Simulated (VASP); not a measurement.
# NaCl in VASP: notebook, part 2 of 2

VASP 6.6.1. Earlier steps stand in the parts before.

## Step 3: Single point, PBE (strained and its atoms moved)

The input, INCAR:

```
SYSTEM = NaCl
PREC = Accurate
ENCUT = 520
EDIFF = 1E-7
ISMEAR = 0
SIGMA = 0.02
LREAL = .False.
LASPH = .True.
NELM = 60
ALGO = Normal
ISIF = 2
LWAVE = .False.
LCHARG = .False.
GGA = PE
NBANDS = 14
```

The input, KPOINTS:

```
regular mesh
0
Gamma
  8 8 8
  0 0 0
```

The input, POSCAR:

```
NaCl
1.0
    0.0000000000      2.8449742725      2.8714794525
    2.9160795150     -0.0283175000      2.8997969525
    2.9160795150      2.8732917725     -0.0283175000
Na Cl
1 1
Direct
    0.0099131032     -0.0112339952      0.0112339952
    0.4900868968      0.5112339952      0.4887660048
```

Potentials or basis: VASP PAW PBE potentials, release 64 (Na_pv, Cl).

Command:

```sh
cat potpaw_PBE.64/Na_pv/POTCAR potpaw_PBE.64/Cl/POTCAR > POTCAR
mpirun -np 1 vasp_std > vasp.out
```

Wall time 81 s (1 thread of Intel Xeon Platinum 8488C (Sapphire Rapids), shared host); peak memory 0.23 GiB.

The run converged. Its results:

- Free energy: -6.7607 eV
- Pressure: -1.0 GPa
- Largest force: 0.136 eV/Å
- Band gap on the k mesh: 4.79 eV

Forces on the atoms (eV/Å):
```
Na   0.000 -0.135  0.008
Cl   0.000  0.135 -0.008
```

Stress tensor (GPa, compression positive):
```
-1.28  0.00  0.00
 0.00 -0.44  0.24
 0.00  0.24 -1.14
```

Levels at points of the mesh, in eV from the valence-band top:
| k point | band 3 | band 4 | band 5 | band 6 | band 7 | band 8 | band 9 | band 10 | band 11 | band 12 |
| --- | --- | --- | --- | --- | --- | --- | --- | --- | --- | --- |
| (0.00, 0.00, 0.00) | -21.00 | -12.52 | -0.07 | -0.02 | 0.00 | 4.79 | 10.90 | 10.96 | 11.17 | 12.99 |
| (0.50, 0.00, 0.00) | -21.01 | -12.25 | -1.72 | -0.28 | -0.26 | 7.08 | 9.99 | 10.65 | 10.76 | 14.36 |
| (0.00, 0.50, 0.00) | -21.01 | -12.26 | -1.73 | -0.25 | -0.21 | 7.12 | 9.87 | 10.69 | 10.94 | 14.47 |
| (0.50, 0.50, 0.00) | -21.01 | -12.22 | -1.49 | -0.57 | -0.53 | 7.27 | 8.11 | 10.73 | 13.96 | 14.16 |
| (0.50, 0.00, 0.50) | -21.01 | -12.21 | -1.48 | -0.57 | -0.55 | 7.27 | 8.07 | 10.81 | 13.96 | 14.03 |
| (0.00, 0.50, 0.50) | -21.01 | -12.22 | -1.49 | -0.59 | -0.49 | 7.26 | 8.14 | 10.68 | 13.98 | 14.22 |

Caveat: the cell differs from its parent crystal (strained and its atoms moved). A k mesh can miss the band edges.

## Step 4: Single point, PBE (strained and its atoms moved)

The input, INCAR:

```
SYSTEM = NaCl
  ALGO = Normal
  EDIFF = 1E-6
  ENCUT = 520
  GGA = PE
  ISIF = 2
  ISMEAR = 0
  LASPH = .TRUE.
  LCHARG = .FALSE.
  LREAL = .FALSE.
  LWAVE = .FALSE.
  NBANDS = 14
  NELM = 100
  PREC = Accurate
  SIGMA = 0.02
```

The input, KPOINTS:

```
k-points
0
G
  8 8 8
  0 0 0
```

The input, POSCAR:

```
NaCl
1.0
    0.0566350000      2.7162995525      2.7162995525
    2.7729345525      0.0000000000      2.7729345525
    2.7729345525      2.7729345525      0.0000000000
Na Cl
1 1
Direct
    0.0091748078     -0.0030582693     -0.0030582693
    0.4908251922      0.5030582693      0.5030582693
```

Potentials or basis: VASP PAW PBE potentials, release 64 (Na_pv, Cl).

Command:

```sh
cat potpaw_PBE.64/Na_pv/POTCAR potpaw_PBE.64/Cl/POTCAR > POTCAR
mpirun -np 1 vasp_std > vasp.out
```

OUTCAR:

```text
SYSTEM = NaCl
   EDIFF = 1E-6
   ENCUT = 520
   GGA = PE
   ISIF = 2
   ISMEAR = 0
   LASPH = .TRUE.
   LREAL = .FALSE.
   NELM = 100
   PREC = Accurate

 ion  position               nearest neighbor table
   1  0.009  0.997  0.997-   2 2.71   2 2.71   2 2.71
   2  0.491  0.503  0.503-   1 2.71   1 2.71   1 2.71

  LATTYP: Found a trigonal (rhomboedric) cell.
 ALAT       =     3.8418451350
 COS(alpha) =     0.4790458166

  Lattice vectors:

 A1 = (  -2.7162995525,   2.7162995525,  -0.0566350000)
[... 595 lines left out ...]
------------------------ aborting loop because EDIFF is reached ----------------------------------------

  FORCE on cell =-STRESS in cart. coord.  units (eV):
  Direction    XX          YY          ZZ          XY          YZ          ZX
  --------------------------------------------------------------------------------------
  -------------------------------------------------------------------------------------
  Total        0.8832264      0.8832264      0.8832264     -0.0602597      0.0602597     -0.0602597
  in kB       34.2331633     34.2331633     34.2331633     -2.3356188      2.3356188     -2.3356188
  external PRESSURE =      34.2331633 kB  Pullay stress =       0.0000000 kB

 VOLUME and BASIS-vectors are now :
 -----------------------------------------------------------------------------
  energy-cutoff  :      520.00
  volume of cell :       41.34
      direct lattice vectors                 reciprocal lattice vectors
     0.056635000  2.716299553  2.716299553    -0.186013147  0.186013147  0.186013147
     2.772934553  0.000000000  2.772934553     0.182213975 -0.182213975  0.178414803
     2.772934553  2.772934553  0.000000000     0.182213975  0.178414803 -0.182213975

 POSITION                                       TOTAL-FORCE (eV/Angst)
 -----------------------------------------------------------------------------------
      5.52943      2.78938      2.78938         0.064144     -0.064144     -0.064144
      2.81769      2.72818      2.72818        -0.064144      0.064144      0.064144
 -----------------------------------------------------------------------------------
    total drift:                                0.000277     -0.000278     -0.000278

  FREE ENERGIE OF THE ION-ELECTRON SYSTEM (eV)
  ---------------------------------------------------
  free  energy   TOTEN  =        -6.7254916554 eV

  energy  without entropy=       -6.7254916554  energy(sigma->0) =       -6.72549166
```

stdout:

```text
POSCAR found type information on POSCAR NaCl
 POSCAR found :  2 types and       2 ions
 scaLAPACK will be used
 LDA part: xc-table for (Slater+PW92), standard interpolation
 POSCAR, INCAR and KPOINTS ok, starting setup
 FFT: planning ... GRIDC
 FFT: planning ... GRID_SOFT
 FFT: planning ... GRID
 WAVECAR not read
 entering main loop
```

Run time: 38 s. Hardware: 1 thread of Intel Xeon Platinum 8175M at 2.50GHz (Skylake/Cascade Lake), shared host; peak memory 0.18 GiB.

Results:

- Free energy: -6.7255 eV
- Pressure: 3.4 GPa
- Largest force: 0.111 eV/Å
- Band gap on the k mesh: 5.35 eV

Forces on the atoms (eV/Å):
```
Na   0.064 -0.064 -0.064
Cl  -0.064  0.064  0.064
```

Caveat: the cell differs from its parent crystal (strained and its atoms moved); the cell stands under pressure.

## Step 5: Summary

```csv
cell,gap on the mesh (eV),pressure (GPa),largest force (eV/Å)
"a = 4.140 Å, angles 60.0°, 2 atoms, atomic positions A",4.71,-1.6,-
"a = 4.042, b = 4.113, c = 4.094 Å, angles 60.3, 60.7, 60.3°, 2 atoms, atomic positions B",4.79,-1.0,0.14
"a = 3.842, b = 3.922, c = 3.922 Å, angles 60.0, 59.3, 59.3°, 2 atoms, atomic positions C",5.35,3.4,0.11
```

Alike in all rows: task single point; level PBE; potentials or basis VASP PAW PBE potentials, release 64 (Na_pv, Cl); no spin polarisation; k mesh 8 × 8 × 8; cutoff (eV) 520; smearing gaussian 0.02 eV.

Caveats: the cell stands under pressure (at least some runs).

Total energies depend on the potentials used, so only differences within one code and one set of settings carry meaning.
